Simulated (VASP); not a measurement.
# ZrSi2 (Cmcm) in VASP: further runs

ZrSi2 is run at these levels: PBE; tasks: single point.

Program: VASP 6.6.1. These are calculated values, not measurements. Logs are shortened: lines on timing, memory, paths and dates and some standing lists are left out, and cuts for length are marked.

## (1) The cell of the first run

The structure is orthorhombic, space group Cmcm (No. 63). Conventional cell: a = 3.630 Å, b = 14.434 Å, c = 3.597 Å, α = 90.00°, β = 90.00°, γ = 90.00°. Within 3.7 Å of Zr (site symmetry m2m) lie 10 Si at 2.67 to 2.91 Å and 6 Zr at 3.53 to 3.63 Å. Si (site symmetry m2m) has 8 Si at 2.56 to 3.38 Å and 4 Zr at 2.75 to 2.77 Å within 3.4 Å. Si (site symmetry m2m) has 2 Si at 2.35 Å and 6 Zr at 2.67 to 2.91 Å within 3.1 Å.

## (2) Single point, PBE

INCAR

```
PREC = Accurate
ENCUT = 520
EDIFF = 1E-6
ISMEAR = -1
SIGMA = 0.05
LREAL = F
LASPH = T
NELM = 60
ALGO = Normal
ISIF = 2
LWAVE = F
LCHARG = T
GGA = PE
LELF = T
LVHAR = T
NBANDS = 29
```

KPOINTS

```
Automatic mesh
0
Gamma
  7 7 7
```

POSCAR

```
ZrSi2
1.0
    1.8151730594     -7.2171006560      0.0000000000
    1.8151730594      7.2171006560      0.0000000000
    0.0000000000      0.0000000000      3.5970401912
Zr Si
2 4
Direct
    0.1054000000      0.8946000000      0.2500000000
    0.8946000000      0.1054000000      0.7500000000
    0.7504000000      0.2496000000      0.2500000000
    0.2496000000      0.7504000000      0.7500000000
    0.4478000000      0.5522000000      0.2500000000
    0.5522000000      0.4478000000      0.7500000000
```

Potentials or basis: VASP PAW PBE potentials, release 64 (Zr_sv, Si).

Command:

```console
$ cat potpaw_PBE.64/Zr_sv/POTCAR potpaw_PBE.64/Si/POTCAR > POTCAR
$ mpirun -np 1 vasp_std > vasp.out
```

OUTCAR:

```text
PREC = Accurate
   ENCUT = 520
   EDIFF = 1E-6
   ISMEAR = -1
   LREAL = F
   LASPH = T
   NELM = 60
   ISIF = 2
   GGA = PE

 ion  position               nearest neighbor table
   1  0.105  0.895  0.250-   6 2.67   6 2.67   6 2.67   6 2.67   4 2.75   4 2.75   3 2.77   3 2.77
                             5 2.91   5 2.91   2 3.53   2 3.53
   2  0.895  0.105  0.750-   5 2.67   5 2.67   5 2.67   5 2.67   3 2.75   3 2.75   4 2.77   4 2.77
                             6 2.91   6 2.91   1 3.53   1 3.53
   3  0.750  0.250  0.250-   4 2.56   4 2.56   4 2.56   4 2.56   2 2.75   2 2.75   1 2.77   1 2.77

   4  0.250  0.750  0.750-   3 2.56   3 2.56   3 2.56   3 2.56   1 2.75   1 2.75   2 2.77   2 2.77

   5  0.448  0.552  0.250-   6 2.35   6 2.35   2 2.67   2 2.67   2 2.67   2 2.67   1 2.91   1 2.91

   6  0.552  0.448  0.750-   5 2.35   5 2.35   1 2.67   1 2.67   1 2.67   1 2.67   2 2.91   2 2.91

  LATTYP: Found a base centered orthorhombic cell.
 ALAT       =     3.6303461188
 B/A-ratio  =     3.9759848895
 C/A-ratio  =     0.9908256881

  Lattice vectors:

 A1 = (   1.8151730594,  -7.2171006560,   0.0000000000)
 A2 = (   1.8151730594,   7.2171006560,   0.0000000000)
 A3 = (   0.0000000000,   0.0000000000,   3.5970401912)

Analysis of symmetry for initial positions (statically):
=====================================================================
 Subroutine PRICEL returns:
 Original cell was already a primitive cell.

 Routine SETGRP: Setting up the symmetry group for a
 base centered orthorhombic supercell.

 Subroutine GETGRP returns: Found  8 space group operations
 (whereof  4 operations were pure point group operations)
 out of a pool of  8 trial point group operations.

The static configuration has the point symmetry C_2h.
 The point group associated with its full space group is D_2h.

Analysis of symmetry for dynamics (positions and initial velocities):
=====================================================================
 Subroutine PRICEL returns:
 Original cell was already a primitive cell.

 Routine SETGRP: Setting up the symmetry group for a
 base centered orthorhombic supercell.

 Subroutine GETGRP returns: Found  8 space group operations
 (whereof  4 operations were pure point group operations)
 out of a pool of  8 trial point group operations.

The dynamic configuration has the point symmetry C_2h.
 The point group associated with its full space group is D_2h.

 Subroutine INISYM returns: Found  8 space group operations
 (whereof  4 operations are pure point group operations),
 and found     1 'primitive' translations

----------------------------------------------------------------------------------------

                                     Primitive cell

  volume of cell :      94.2445

  direct lattice vectors                    reciprocal lattice vectors
     1.815173059 -7.217100656  0.000000000     0.275455829 -0.069279898  0.000000000
     1.815173059  7.217100656  0.000000000     0.275455829  0.069279898  0.000000000
     0.000000000  0.000000000  3.597040191     0.000000000  0.000000000  0.278006346

  length of vectors
     7.441867717  7.441867717  3.597040191     0.284034537  0.284034537  0.278006346

  position of ions in fractional coordinates (direct lattice)
     0.105400000  0.894600000  0.250000000
     0.894600000  0.105400000  0.750000000
     0.750400000  0.249600000  0.250000000
     0.249600000  0.750400000  0.750000000
     0.447800000  0.552200000  0.250000000
     0.552200000  0.447800000  0.750000000

  ion indices of the primitive-cell ions
   primitive index   ion index
                 1           1
                 2           2
                 3           3
                 4           4
                 5           5
                 6           6

----------------------------------------------------------------------------------------

 KPOINTS: Automatic mesh

Automatic generation of k-mesh.
 Grid dimensions read from file:
 generate k-points for:    7    7    7

 Generating k-lattice:

  Cartesian coordinates                     Fractional coordinates (reciprocal lattice)
     0.039350833 -0.009897128  0.000000000     0.142857143  0.000000000  0.000000000
     0.039350833  0.009897128  0.000000000     0.000000000  0.142857143  0.000000000
     0.000000000  0.000000000  0.039715192     0.000000000  0.000000000  0.142857143

  Length of vectors
     0.040576362  0.040576362  0.039715192

  Shift w.r.t. Gamma in fractional coordinates (k-lattice)
     0.000000000  0.000000000  0.000000000

 Subroutine IBZKPT returns following result:
 ===========================================

 Found     64 irreducible k-points:

 Following reciprocal coordinates:
            Coordinates               Weight
  0.000000  0.000000  0.000000      1.000000
  0.142857  0.000000  0.000000      4.000000
  0.285714  0.000000  0.000000      4.000000
  0.428571  0.000000  0.000000      4.000000
  0.142857  0.142857  0.000000      2.000000
  0.285714  0.142857  0.000000      4.000000
[... 16 lines left out ...]
  0.428571  0.142857  0.142857      8.000000
 -0.428571  0.142857  0.142857      8.000000
 [... further k-points ...]
   k-points           NKPTS =     64   k-points in BZ     NKDIM =     64   number of bands    NBANDS=     29
   number of dos      NEDOS =    301   number of ions     NIONS =      6
   total plane-waves  NPLWV =  87808
   dimension x,y,z NGX =    56 NGY =   56 NGZ =   28
   dimension x,y,z NGXF=   112 NGYF=  112 NGZF=   56
   ions per type =               2   4
   NGX,Y,Z   is equivalent  to a cutoff of  12.51, 12.51, 12.94 a.u.
   NGXF,Y,Z  is equivalent  to a cutoff of  25.02, 25.02, 25.88 a.u.
 SYSTEM =  unknown system
   PREC   = accura    normal or accurate (medium, high low for compatibility)
   ISTART =      0    job   : 0-new  1-cont  2-samecut
   ICHARG =      2    charge: 1-file 2-atom 10-const
   ISPIN  =      1    spin polarized calculation?
   LNONCOLLINEAR =      F non collinear calculations
   LSORBIT =      F    spin-orbit coupling
   LASPH  =      T    aspherical Exc in radial PAW
   ENCUT  =  520.0 eV  38.22 Ry    6.18 a.u.  13.84 13.84  6.69*2*pi/ulx,y,z
   NELM   =     60;   NELMIN=  2; NELMDL= -5     # of ELM steps
   EDIFF  = 0.1E-05   stopping-criterion for ELM
   LREAL  =      F    real-space projection
[... 7 lines left out ...]
   TEBEG  =    0.0;   TEEND  =   0.0 temperature during run
   PSTRESS=    0.0 pullay stress
   NELECT =      40.0000    total number of electrons
   NUPDOWN=      -1.0000    fix difference up-down
   EMIN   =  10.00;   EMAX   =-10.00  energy-range for DOS
   EFERMI =   0.00;   METHOD = LEGACY
   ISMEAR =    -1;   SIGMA  =   0.05  broadening in eV -4-tet -1-fermi 0-gaus
   EFERMI_NEDOS =   21; number of points for ismear=-14 and -15
   IALGO  =     38    algorithm
   IMIX   =      4    mixing-type and parameters
     AMIX     =   0.40;   BMIX     =  1.00
     AMIX_MAG =   1.60;   BMIX_MAG =  1.00
  volume/ion in A,a.u.               =      15.71       106.00
  Fermi-wavevector in a.u.,A,eV,Ry     =   1.230296  2.324922 20.594149  1.513627
  Thomas-Fermi vector in A             =   2.365150
   LORBIT       =      0    0 simple, 1 ext, 2 COOP (PROOUT), +10 PAW based schemes
   GGA     = PE    functional components
   LHFCALC =     F    Hartree Fock is set to
   AEXX    =    0.0000 exact exchange contribution
   IVDW    =     0    specifies the selected vdW correction
   LEPSILON=     F    determine dielectric tensor
   LRPA    =     F    only Hartree local field effects (RPA)
 non-spin polarized calculation
  energy-cutoff  :      520.00
  volume of cell :       94.24
 maximum number of plane-waves:      2553
   NGX = 27   NGY = 27   NGZ = 13

 number of electron      39.9999999 magnetization

 Free energy of the ion-electron system (eV)
  ---------------------------------------------------
  ext. energy  EPLUGINS =         0.00000000
  ---------------------------------------------------
  free energy    TOTEN  =       -42.51206661 eV

  energy without entropy =      -42.50406710  energy(sigma->0) =      -42.50806686

 E-fermi :  10.7883     XC(G=0): -11.5467

 val. band max:       10.7226629589   @ k =  -0.4286   0.4286   0.1429
 cond. band min:      10.8106017568   @ k =  -0.2857   0.2857   0.1429
 fundamental gap:      0.0879387979
 Fermi energy:        10.7882522409

 k-point     1 :       0.0000    0.0000    0.0000
  band No.  band energies     occupation
      1     -37.7519      2.00000
      2     -37.7348      2.00000
      3     -16.0701      2.00000
      4     -15.8806      2.00000
      5     -15.8548      2.00000
      6     -15.8515      2.00000
[... 21 lines left out ...]
     28      13.9393      0.00000
     29      15.0792      0.00000

 k-point     2 :       0.1429    0.0000    0.0000
  band No.  band energies     occupation
      1     -37.7494      2.00000
      2     -37.7326      2.00000
      3     -16.0605      2.00000
      4     -15.9271      2.00000
      5     -15.8928      2.00000
      6     -15.8521      2.00000
[... 21 lines left out ...]
     28      14.1658      0.00000
     29      15.0160      0.00000

 k-point     3 :       0.2857    0.0000    0.0000
  band No.  band energies     occupation
      1     -37.7440      2.00000
      2     -37.7276      2.00000
      3     -16.0430      2.00000
      4     -16.0253      2.00000
      5     -15.9838      2.00000
      6     -15.8463      2.00000
[... 21 lines left out ...]
     28      14.4851      0.00000
     29      15.5806      0.00000

 k-point     4 :       0.4286    0.0000    0.0000
  band No.  band energies     occupation
      1     -37.7395      2.00000
      2     -37.7236      2.00000
      3     -16.1116      2.00000
      4     -16.0565      2.00000
      5     -16.0181      2.00000
      6     -15.8418      2.00000
[... 21 lines left out ...]
     28      14.4819      0.00000
     29      14.7892      0.00000

 k-point     5 :       0.1429    0.1429    0.0000
  band No.  band energies     occupation
      1     -37.7440      2.00000
      2     -37.7275      2.00000
      3     -16.0434      2.00000
      4     -16.0270      2.00000
      5     -15.9842      2.00000
      6     -15.8435      2.00000
[... 21 lines left out ...]
     28      14.7456      0.00000
     29      15.1874      0.00000
[... 510 lines left out ...]
     28      14.8583      0.00000
     29      14.8767      0.00000

 k-point    22 :       0.2857    0.1429    0.1429
  band No.  band energies     occupation
      1     -37.7364      2.00000
      2     -37.7219      2.00000
      3     -16.1009      2.00000
      4     -16.0512      2.00000
      5     -16.0098      2.00000
      6     -15.8669      2.00000
[... 21 lines left out ...]
     28      14.8506      0.00000
     29      15.2158      0.00000

 k-point    23 :       0.4286    0.1429    0.1429
  band No.  band energies     occupation
      1     -37.7363      2.00000
      2     -37.7220      2.00000
      3     -16.1017      2.00000
      4     -16.0512      2.00000
      5     -16.0057      2.00000
      6     -15.8698      2.00000
[... 21 lines left out ...]
     28      14.9720      0.00000
     29      15.5250      0.00000

 k-point    24 :      -0.4286    0.1429    0.1429
  band No.  band energies     occupation
      1     -37.7406      2.00000
      2     -37.7261      2.00000
      3     -16.0330      2.00000
      4     -16.0104      2.00000
      5     -15.9791      2.00000
      6     -15.8790      2.00000
[... 21 lines left out ...]
     28      14.5458      0.00000
     29      15.4696      0.00000

 [... further k-points ...]
[... 5 lines left out ...]
  --------------------------------------------------------------------------------------
  -------------------------------------------------------------------------------------
  Total        5.5529976      5.9487748      6.7050242      0.0000000      0.0000000      0.0000000
  in kB       94.4021716    101.1304696    113.9868750      0.0000000      0.0000000      0.0000000
  external PRESSURE =     103.1731721 kB  Pullay stress =       0.0000000 kB

 VOLUME and BASIS-vectors are now :
 -----------------------------------------------------------------------------
  energy-cutoff  :      520.00
  volume of cell :       94.24
      direct lattice vectors                 reciprocal lattice vectors
     1.815173059 -7.217100656  0.000000000     0.275455829 -0.069279898  0.000000000
     1.815173059  7.217100656  0.000000000     0.275455829  0.069279898  0.000000000
     0.000000000  0.000000000  3.597040191     0.000000000  0.000000000  0.278006346

 POSITION                                       TOTAL-FORCE (eV/Angst)
 -----------------------------------------------------------------------------------
      1.81517      5.69574      0.89926         0.000000      0.151468     -0.000000
      1.81517     -5.69574      2.69778         0.000000     -0.151468     -0.000000
      1.81517     -3.61432      0.89926         0.000000      0.094770      0.000000
      1.81517      3.61432      2.69778         0.000000     -0.094770      0.000000
      1.81517      0.75347      0.89926         0.000000      0.380393     -0.000000
      1.81517     -0.75347      2.69778         0.000000     -0.380393      0.000000
 -----------------------------------------------------------------------------------
    total drift:                                0.000000      0.000000     -0.000000

  FREE ENERGIE OF THE ION-ELECTRON SYSTEM (eV)
  ---------------------------------------------------
  free  energy   TOTEN  =       -42.5120666117 eV

  energy  without entropy=      -42.5040671022  energy(sigma->0) =      -42.50806686
```

It took 3.8 min on 1 thread of Intel Xeon Platinum 8259CL at 2.50GHz (Skylake/Cascade Lake), shared host; peak memory 0.35 GiB.

What came out:

```yaml
Free_energy: -42.5121 eV
Pressure: 10.3 GPa
Largest_force: 0.380 eV/Å
Band_gap_on_the_k_mesh: zero (bands 20 and 21 overlap by 0.96 eV)
```

Forces on the atoms (eV/Å):
```
Zr   0.000  0.151  0.000
Zr   0.000 -0.151  0.000
Si   0.000  0.095  0.000
Si   0.000 -0.095  0.000
Si   0.000  0.380  0.000
Si   0.000 -0.380  0.000
```

Caveat: the cell stands under pressure.

## (3) Single point, PBE

This run uses another cell than the first one, of 16.04 Å³/atom.

INCAR

```
SYSTEM = ZrSi2
PREC = Accurate
ENCUT = 520
EDIFF = 1E-7
ISMEAR = -1
SIGMA = 0.05
LREAL = .FALSE.
LASPH = .TRUE.
NELM = 100
ALGO = Normal
ISIF = 2
LWAVE = .FALSE.
LCHARG = .FALSE.
GGA = PE
NBANDS = 29
```

KPOINTS

```
regular mesh
0
G
  7 7 7
  0 0 0
```

POSCAR: that of step 2 with these lines changed.

```diff
@@ -2,5 +2,5 @@
 1.0
-    1.8151730594     -7.2171006560      0.0000000000
-    1.8151730594      7.2171006560      0.0000000000
-    0.0000000000      0.0000000000      3.5970401912
+    1.8279563895     -7.2679269831      0.0000000000
+    1.8279563895      7.2679269831      0.0000000000
+    0.0000000000      0.0000000000      3.6223722948
 Zr Si
```

Potentials or basis: VASP PAW PBE potentials, release 64 (Zr_sv, Si).

Command:

```console
$ cat potpaw_PBE.64/Zr_sv/POTCAR potpaw_PBE.64/Si/POTCAR > POTCAR
$ mpirun -np 1 vasp_std > vasp.out
```

Wall time 3.6 min (1 thread of Intel Xeon Platinum 8259CL at 2.50GHz (Skylake/Cascade Lake), shared host); peak memory 0.35 GiB.

It converged, with:

| Property | Result |
| --- | --- |
| Free energy | -42.6196 eV |
| Pressure | 6.8 GPa |
| Largest force | 0.305 eV/Å |
| Band gap on the k mesh | zero (bands 20 and 21 overlap by 0.87 eV) |

Forces on the atoms (eV/Å):
```
Zr   0.000  0.098  0.000
Zr   0.000 -0.098  0.000
Si   0.000  0.090  0.000
Si   0.000 -0.090  0.000
Si   0.000  0.305  0.000
Si   0.000 -0.305  0.000
```

Stress tensor (GPa, compression positive):
```
6.02 0.00 0.00
0.00 6.94 0.00
0.00 0.00 7.55
```

Levels at points of the mesh, in eV from the Fermi level:
| k point | band 17 | band 18 | band 19 | band 20 | band 21 | band 22 | band 23 | band 24 |
| --- | --- | --- | --- | --- | --- | --- | --- | --- |
| (0.00, 0.00, 0.00) | -2.48 | -2.40 | -2.34 | 0.06 | 1.18 | 1.38 | 1.48 | 1.70 |

Caveat: the cell stands under pressure.

The gap in the log of VASP goes by the Fermi energy; the results here count the filled bands.